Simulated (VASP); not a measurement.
# TePb (Fm-3m) in VASP: a series of runs

The runs below take TePb through single point, with PBE, PBEsol+D4.

All numbers are computed with VASP 6.6.1; they aren't measurements. Logs are shortened: lines on timing, memory, paths and dates and some standing lists are left out, and cuts for length are marked.

## Step 1: The cell of the first run

The structure is cubic, space group Fm-3m (No. 225). Conventional cell: a = 6.547 Å, b = 6.547 Å, c = 6.547 Å, α = 90.00°, β = 90.00°, γ = 90.00°. Pb (site symmetry m-3m) has 6 Te at 3.27 Å within 4.3 Å. Within 4.3 Å of Te (site symmetry m-3m) lie 6 Pb at 3.27 Å.

## Step 2: Single point, PBE, collinear spin, ferromagnetic start (volume scaled by 1.04)

INCAR reads:

```
SYSTEM = TePb
PREC     = Accurate       ! precision mode
ENCUT    = 520            ! plane-wave cutoff, eV
EDIFF    = 1E-6           ! SCF threshold, eV
ISMEAR   = 0              ! smearing method
SIGMA    = 0.025          ! smearing width, eV
LREAL    = .False.        ! projectors in reciprocal space
LASPH    = .True.         ! aspherical terms in the spheres
NELM     = 150            ! most SCF steps
ALGO     = Normal         ! electronic algorithm
ISIF     = 2              ! what is computed and relaxed
LWAVE    = .False.        ! write WAVECAR
LCHARG   = .False.        ! write CHGCAR
ISPIN    = 2              ! spin polarisation
MAGMOM   = 1 0            ! initial moments
LORBIT   = 11             ! projections on sites
NUPDOWN  = 1.0            ! fixed moment
GGA      = PE             ! functional
NBANDS   = 21             ! bands
```

KPOINTS reads:

```
regular mesh
0
Gamma
  7 7 7
  0 0 0
```

POSCAR reads:

```
TePb
1.0
    0.0000000000      3.2735180337      3.2735180337
    3.2735180337      0.0000000000      3.2735180337
    3.2735180337      3.2735180337      0.0000000000
Pb Te
1 1
Direct
    0.0000000000      0.0000000000      0.0000000000
    0.5000000000      0.5000000000      0.5000000000
```

Potentials or basis: VASP PAW PBE potentials, release 64 (Pb_d, Te).

On the command line:

```console
> cat potpaw_PBE.64/Pb_d/POTCAR potpaw_PBE.64/Te/POTCAR > POTCAR
> mpirun -np 1 vasp_std > vasp.out
```

OUTCAR:

```text
SYSTEM = TePb
   PREC = Accurate
   ENCUT = 520
   EDIFF = 1E-6
   ISMEAR = 0
   LREAL = .False.
   LASPH = .True.
   NELM = 150
   ISIF = 2
   ISPIN = 2
   LORBIT = 11
   NUPDOWN = 1.0
   GGA = PE

 ion  position               nearest neighbor table
   1  0.000  0.000  0.000-   2 3.27   2 3.27   2 3.27   2 3.27   2 3.27   2 3.27
   2  0.500  0.500  0.500-   1 3.27   1 3.27   1 3.27   1 3.27   1 3.27   1 3.27

  LATTYP: Found a face centered cubic cell.
 ALAT       =     6.5470360674

  Lattice vectors:

 A1 = (   0.0000000000,   3.2735180337,   3.2735180337)
 A2 = (   3.2735180337,   0.0000000000,   3.2735180337)
 A3 = (   3.2735180337,   3.2735180337,   0.0000000000)

Analysis of symmetry for initial positions (statically):
=====================================================================
 Subroutine PRICEL returns:
 Original cell was already a primitive cell.

 Routine SETGRP: Setting up the symmetry group for a
 face centered cubic supercell.

 Subroutine GETGRP returns: Found 48 space group operations
[... 9 lines left out ...]

 Routine SETGRP: Setting up the symmetry group for a
 face centered cubic supercell.

 Subroutine GETGRP returns: Found 48 space group operations
 (whereof 48 operations were pure point group operations)
 out of a pool of 48 trial point group operations.

The dynamic configuration has the point symmetry O_h .

Analysis of structural, dynamic, and magnetic symmetry:
=====================================================================
 Subroutine PRICEL returns:
 Original cell was already a primitive cell.

 Routine SETGRP: Setting up the symmetry group for a
 face centered cubic supercell.

 Subroutine GETGRP returns: Found 48 space group operations
 (whereof 48 operations were pure point group operations)
 out of a pool of 48 trial point group operations.

The overall configuration has the point symmetry O_h .

 Subroutine INISYM returns: Found 48 space group operations
[... 5 lines left out ...]
                                     Primitive cell

  volume of cell :      70.1575

  direct lattice vectors                    reciprocal lattice vectors
     0.000000000  3.273518034  3.273518034    -0.152740872  0.152740872  0.152740872
     3.273518034  0.000000000  3.273518034     0.152740872 -0.152740872  0.152740872
     3.273518034  3.273518034  0.000000000     0.152740872  0.152740872 -0.152740872

  length of vectors
     4.629453600  4.629453600  4.629453600     0.264554951  0.264554951  0.264554951

[... 91 lines left out ...]
   EFERMI_NEDOS =   21; number of points for ismear=-14 and -15
   IALGO  =     38    algorithm
   IMIX   =      4    mixing-type and parameters
     AMIX     =   0.40;   BMIX     =  1.00
     AMIX_MAG =   1.60;   BMIX_MAG =  1.00
  volume/ion in A,a.u.               =      35.08       236.72
  Fermi-wavevector in a.u.,A,eV,Ry     =   1.077441  2.036068 15.794714  1.160879
  Thomas-Fermi vector in A             =   2.213353
   LORBIT       =     11    0 simple, 1 ext, 2 COOP (PROOUT), +10 PAW based schemes
   GGA     = PE    functional components
   LHFCALC =     F    Hartree Fock is set to
   AEXX    =    0.0000 exact exchange contribution
   IVDW    =     0    specifies the selected vdW correction
   LEPSILON=     F    determine dielectric tensor
   LRPA    =     F    only Hartree local field effects (RPA)
 spin polarized calculation
 Gauss-broadening in eV      SIGMA  =   0.03
  energy-cutoff  :      520.00
  volume of cell :       70.16
 maximum number of plane-waves:      1917
   NGX = 17   NGY = 17   NGZ = 17

 number of electron      20.0000001 magnetization       1.0000000

 Free energy of the ion-electron system (eV)
  ---------------------------------------------------
  ext. energy  EPLUGINS =         0.00000000
  ---------------------------------------------------
  free energy    TOTEN  =        -6.56723141 eV

  energy without entropy =       -6.56658276  energy(sigma->0) =       -6.56690709

 E-fermi :   4.4722     XC(G=0):  -9.1458

 val. band max:        6.7888000565   @ k =   0.2857   0.0000   0.0000
 cond. band min:       4.4829719761   @ k =  -0.4286   0.1429   0.0000
 fundamental gap:     -2.3058280804
 Fermi energy:         6.7894462653

 spin component 1

 k-point     1 :       0.0000    0.0000    0.0000
  band No.  band energies     occupation
      1     -11.3494      1.00000
      2     -11.3494      1.00000
      3     -11.3400      1.00000
      4     -11.3400      1.00000
      5     -11.3400      1.00000
      6      -6.8720      1.00000
[... 469 lines left out ...]
     20      17.6298      0.00000
     21      19.3145      0.00000
 Fermi energy:         4.4721844061

 spin component 2

 k-point     1 :       0.0000    0.0000    0.0000
  band No.  band energies     occupation
      1     -11.2734      1.00000
      2     -11.2734      1.00000
      3     -11.2591      1.00000
      4     -11.2590      1.00000
      5     -11.2590      1.00000
      6      -6.5524      1.00000
[... 469 lines left out ...]
     20      17.9970      0.00000
     21      19.6683      0.00000

------------------------ aborting loop because EDIFF is reached ----------------------------------------

  FORCE on cell =-STRESS in cart. coord.  units (eV):
  Direction    XX          YY          ZZ          XY          YZ          ZX
  --------------------------------------------------------------------------------------
  -------------------------------------------------------------------------------------
  Total        0.2472763      0.2472763      0.2472763      0.0000000      0.0000000      0.0000000
  in kB        5.6470132      5.6470132      5.6470132      0.0000000      0.0000000      0.0000000
  external PRESSURE =       5.6470132 kB  Pullay stress =       0.0000000 kB

 VOLUME and BASIS-vectors are now :
 -----------------------------------------------------------------------------
  energy-cutoff  :      520.00
  volume of cell :       70.16
      direct lattice vectors                 reciprocal lattice vectors
     0.000000000  3.273518034  3.273518034    -0.152740872  0.152740872  0.152740872
     3.273518034  0.000000000  3.273518034     0.152740872 -0.152740872  0.152740872
     3.273518034  3.273518034  0.000000000     0.152740872  0.152740872 -0.152740872

 POSITION                                       TOTAL-FORCE (eV/Angst)
 -----------------------------------------------------------------------------------
      0.00000      0.00000      0.00000         0.000000      0.000000      0.000000
      3.27352      3.27352      3.27352        -0.000000     -0.000000     -0.000000
 -----------------------------------------------------------------------------------
    total drift:                               -0.000000      0.000000      0.000000

  FREE ENERGIE OF THE ION-ELECTRON SYSTEM (eV)
  ---------------------------------------------------
  free  energy   TOTEN  =        -6.5672314129 eV

  energy  without entropy=       -6.5665827587  energy(sigma->0) =       -6.56690709

 total charge

# of ion       s       p       d       tot
------------------------------------------
    1        1.404   0.662   9.821  11.886
    2        1.404   1.897   0.027   3.328
--------------------------------------------------
tot          2.808   2.559   9.848  15.215

 magnetization (x)

# of ion       s       p       d       tot
------------------------------------------
    1        0.054   0.182   0.005   0.241
    2        0.030   0.210   0.013   0.253
--------------------------------------------------
tot          0.083   0.392   0.018   0.494
```

It took 64 s on 1 thread of AMD EPYC 7R43 (Zen 3), shared host; peak memory 0.23 GiB.

What came out:

- Free energy: -6.5672 eV
- Pressure: 0.6 GPa
- Net moment: 1.00 μB per cell
- Site moments: Pb +0.24; Te +0.25 μB
- Valence electrons inside the program's atomic spheres: Pb 11.89; Te 3.33

Caveat: the cell differs from its parent crystal (volume scaled by 1.04); this odd mesh misses L, where the gap lies, so gap, dielectric constants and Born charges aren't listed; spin-orbit coupling is left out, which moves the levels of the heavy elements; the total moment is fixed, so each spin has its own Fermi level.

## Step 3: Single point, PBEsol+D4

This run uses another cell than the first one, of 32.62 Å³/atom, 0.930 times its volume.

INCAR reads:

```
SYSTEM = TePb
PREC = Accurate
ENCUT = 520
EDIFF = 1E-7
ISMEAR = -1
SIGMA = 0.05
LREAL = .FALSE.
LASPH = .TRUE.
NELM = 60
ALGO = Normal
ISIF = 2
LWAVE = .FALSE.
LCHARG = .TRUE.
GGA = PS
IVDW = 13
LELF = .TRUE.
LVHAR = .TRUE.
NBANDS = 17
```

KPOINTS reads:

```
regular mesh
0
G
  7 7 7
  0 0 0
```

POSCAR reads:

```
TePb
1.0
    0.0000000000      3.1952813731      3.1952813731
    3.1952813731      0.0000000000      3.1952813731
    3.1952813731      3.1952813731      0.0000000000
Pb Te
1 1
Direct
    0.0000000000      0.0000000000      0.0000000000
    0.5000000000      0.5000000000      0.5000000000
```

Potentials or basis: VASP PAW PBE potentials, release 64 (Pb_d, Te).

On the command line:

```console
> cat potpaw_PBE.64/Pb_d/POTCAR potpaw_PBE.64/Te/POTCAR > POTCAR
> mpirun -np 1 vasp_std > vasp.out
```

Wall time 19 s (1 thread of Intel Xeon Platinum 8488C (Sapphire Rapids), shared host); peak memory 0.21 GiB.

Results (log left out):

```
Free energy                : -8.7770 eV
Pressure                   : -0.1 GPa
Dispersion energy per atom : -0.261 eV
```

Levels at points of the mesh, in eV from the Fermi level:
```tsv
k point	band 6	band 7	band 8	band 9	band 10	band 11	band 12	band 13	band 14	band 15
(0.00, 0.00, 0.00)	-12.66	-5.87	-1.81	-1.81	-1.81	3.75	3.75	3.75	5.34	5.34
```

Caveat: this odd mesh misses L, where the gap lies, so gap, dielectric constants and Born charges aren't listed; the PAW data sets were made with another functional, which shifts forces and pressure a little; spin-orbit coupling is left out, which moves the levels of the heavy elements.

## Step 4: Single point, PBE

This run uses another cell than the first one, of 33.73 Å³/atom, 0.962 times its volume.

INCAR reads:

```
SYSTEM = TePb
PREC     = Accurate       ! precision mode
ENCUT    = 520            ! plane-wave cutoff, eV
EDIFF    = 1E-6           ! SCF threshold, eV
ISMEAR   = 0              ! smearing method
SIGMA    = 0.020999999999999998 ! smearing width, eV
LREAL    = .FALSE.        ! projectors in reciprocal space
LASPH    = .TRUE.         ! aspherical terms in the spheres
NELM     = 80             ! most SCF steps
ALGO     = Normal         ! electronic algorithm
ISIF     = 2              ! what is computed and relaxed
LWAVE    = .FALSE.        ! write WAVECAR
LCHARG   = .FALSE.        ! write CHGCAR
GGA      = PE             ! functional
NBANDS   = 17             ! bands
```

KPOINTS reads:

```
Automatic mesh
0
G
  7 7 7
  0 0 0
```

POSCAR reads:

```
TePb
1.0
    0.0000000000      3.2310000000      3.2310000000
    3.2310000000      0.0000000000      3.2310000000
    3.2310000000      3.2310000000      0.0000000000
Pb Te
1 1
Direct
    0.0000000000      0.0000000000      0.0000000000
    0.5000000000      0.5000000000      0.5000000000
```

On the command line:

```console
> cat potpaw_PBE.64/Pb_d/POTCAR potpaw_PBE.64/Te/POTCAR > POTCAR
> mpirun -np 1 vasp_std > vasp.out
```

It took 16 s on 1 thread of Intel Xeon Platinum 8488C (Sapphire Rapids), shared host; peak memory 0.21 GiB.

It converged, with:

- Free energy: -7.5026 eV
- Pressure: 2.1 GPa

Levels at points of the mesh, in eV from the Fermi level:
| k point | band 7 | band 8 | band 9 | band 10 | band 11 | band 12 | band 13 | band 14 |
| --- | --- | --- | --- | --- | --- | --- | --- | --- |
| (0.00, 0.00, 0.00) | -5.65 | -1.40 | -1.40 | -1.40 | 4.03 | 4.03 | 4.03 | 5.74 |

Caveat: this odd mesh misses L, where the gap lies, so gap, dielectric constants and Born charges aren't listed; spin-orbit coupling is left out, which moves the levels of the heavy elements.

## Step 5: The runs side by side

| level | spin | fixed moment (μB) | cell | smearing | pressure (GPa) |
| --- | --- | --- | --- | --- | --- |
| PBE | collinear, ferromagnetic start | 1.0 | a = 4.629 Å, angles 60.0°, 2 atoms | gaussian 0.025 eV | 0.6 |
| PBEsol+D4 | off | - | a = 4.519 Å, angles 60.0°, 2 atoms | fermi-dirac 0.05 eV | -0.1 |
| PBE | off | - | a = 4.569 Å, angles 60.0°, 2 atoms | gaussian 0.021 eV | 2.1 |

Alike in all rows: task single point; potentials or basis VASP PAW PBE potentials, release 64 (Pb_d, Te); k mesh 7 × 7 × 7; cutoff (eV) 520.

Caveats: spin-orbit coupling is left out, which moves the levels of the heavy elements; the total moment is fixed, so each spin has its own Fermi level (some runs); the PAW data sets were made with another functional, which shifts forces and pressure a little (some runs).

Absolute energies hang on the potentials; compare differences alone.
